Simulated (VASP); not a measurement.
Input of a VASP 6.6.1 run:

The input INCAR:

```
ALGO = Normal ; EDIFF = 1E-7
EDIFFG = -0.03 ; ENCUT = 520
GGA_COMPAT = F ; IBRION = 2
ISIF = 2 ; ISMEAR = 0
LASPH = T ; LCHARG = F
LREAL = F ; LWAVE = F
NELECT = 186.0 ; NELM = 120
NELMIN = 4 ; NSW = 80
PREC = Accurate ; SIGMA = 0.02
```

File KPOINTS:

```
k-points
0
Gamma
  2 2 2
```

POSCAR

```
Ca8F15
1.0
    0.0000000000      5.2812000000      5.2812000000
    5.2812000000      0.0000000000      5.2812000000
    5.2812000000      5.2812000000      0.0000000000
Ca F
8 15
Direct
    0.0000000000      0.0000000000      0.0000000000
    0.0000000000      0.0000000000      0.5000000000
    0.0000000000      0.5000000000      0.0000000000
    0.0000000000      0.5000000000      0.5000000000
    0.5000000000      0.0000000000      0.0000000000
    0.5000000000      0.0000000000      0.5000000000
    0.5000000000      0.5000000000      0.0000000000
    0.5000000000      0.5000000000      0.5000000000
    0.1250000000      0.1250000000      0.1250000000
    0.3750000000      0.3750000000      0.3750000000
    0.1250000000      0.1250000000      0.6250000000
    0.3750000000      0.3750000000      0.8750000000
   -0.1250000000      0.8750000000     -0.1250000000
    0.3750000000      0.8750000000      0.3750000000
    0.1250000000      0.6250000000      0.6250000000
    0.3750000000      0.8750000000      0.8750000000
    0.6250000000      0.1250000000      0.1250000000
    0.8750000000      0.3750000000      0.3750000000
    0.6250000000      0.1250000000      0.6250000000
    0.8750000000      0.3750000000      0.8750000000
    0.6250000000      0.6250000000      0.1250000000
    0.8750000000      0.8750000000      0.3750000000
    0.6250000000      0.6250000000      0.6250000000
```

Potentials or basis: VASP PAW LDA potentials, release 64 (Ca_sv, F).

Run with:

```sh
$ cat potpaw_LDA.64/Ca_sv/POTCAR potpaw_LDA.64/F/POTCAR > POTCAR
$ mpirun -np 1 vasp_std > vasp.out
```

Task: Predict the energy gained by relaxing.

Result: 8.4 meV/atom.

Final structure:
```yaml
crystal:
  lattice:
    - [0.00000, 5.28120, 5.28120]
    - [5.28120, 0.00000, 5.28120]
    - [5.28120, 5.28120, 0.00000]
  atoms:
    - { symbol: Ca, position: [0.00305, 0.99086, 0.00305] }
    - { symbol: Ca, position: [0.00102, 0.99966, 0.49966] }
    - { symbol: Ca, position: [0.00305, 0.50305, 0.00305] }
    - { symbol: Ca, position: [0.00305, 0.50305, 0.49086] }
    - { symbol: Ca, position: [0.49966, 0.99966, 0.00102] }
    - { symbol: Ca, position: [0.49966, 0.99966, 0.49966] }
    - { symbol: Ca, position: [0.49086, 0.50305, 0.00305] }
    - { symbol: Ca, position: [0.49966, 0.50102, 0.49966] }
    - { symbol: F, position: [0.12568, 0.12432, 0.12568] }
    - { symbol: F, position: [0.38109, 0.36891, 0.38109] }
    - { symbol: F, position: [0.12568, 0.12432, 0.62432] }
    - { symbol: F, position: [0.38109, 0.36891, 0.86891] }
    - { symbol: F, position: [0.86891, 0.88109, 0.86891] }
    - { symbol: F, position: [0.37500, 0.87500, 0.37500] }
    - { symbol: F, position: [0.12568, 0.62568, 0.62432] }
    - { symbol: F, position: [0.38109, 0.88109, 0.86891] }
    - { symbol: F, position: [0.62432, 0.12432, 0.12568] }
    - { symbol: F, position: [0.86891, 0.36891, 0.38109] }
    - { symbol: F, position: [0.62500, 0.12500, 0.62500] }
    - { symbol: F, position: [0.87500, 0.37500, 0.87500] }
    - { symbol: F, position: [0.62432, 0.62568, 0.12568] }
    - { symbol: F, position: [0.86891, 0.88109, 0.38109] }
    - { symbol: F, position: [0.62432, 0.62568, 0.62432] }
```

Caveat: the k points lie up to 0.52 Å⁻¹ apart; the cell carries a net charge on a neutralising background, which shifts energy and pressure.
